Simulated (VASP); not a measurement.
A run of VASP 6.6.1:

Contents of INCAR:

```
SYSTEM = ScTiSe4
PREC = Accurate
ENCUT = 520
EDIFF = 1E-7
ISMEAR = 0
SIGMA = 0.1
LREAL = .False.
LASPH = .True.
NELM = 150
ALGO = Normal
ISIF = 2
LWAVE = .False.
LCHARG = .True.
ISPIN = 2
MAGMOM = 0 1 0 0 0 0
LORBIT = 11
LMAXMIX = 4
GGA = PE
LELF = .True.
LVHAR = .True.
NBANDS = 36
```

File KPOINTS:

```
Automatic mesh
0
Gamma
  6 6 2
  0 0 0
```

The input POSCAR:

```
ScTiSe4
1.0
    3.9934293600      0.0000000000      0.0000000000
   -1.9967146800      3.4584112800      0.0000000000
    0.0000000000      0.0000000000      8.8671107000
Sc Ti Se
1 1 4
Direct
    0.0000000000      0.0000000000      0.0000000000
    0.0000000000      0.0000000000      0.5000000000
    0.6666666700      0.3333333300      0.2336920100
    0.3333333300      0.6666666700      0.7663079900
    0.3333333300      0.6666666700      0.2336920100
    0.6666666700      0.3333333300      0.7663079900
```

Potentials or basis: VASP PAW PBE potentials, release 64 (Sc_sv, Ti_sv, Se).

Command:

```console
$ cat potpaw_PBE.64/Sc_sv/POTCAR potpaw_PBE.64/Ti_sv/POTCAR potpaw_PBE.64/Se/POTCAR > POTCAR
$ mpirun -np 1 vasp_std > vasp.out
```

Hardware: 1 thread of Intel Xeon 8259CL, with other jobs on the host.

Problem. How long does it take, and how much memory?

Solution. It took 5.7 min on 1 thread of Intel Xeon 8259CL (shared host), peak memory 0.35 GiB. Counts: scf iterations 28, k points 14.
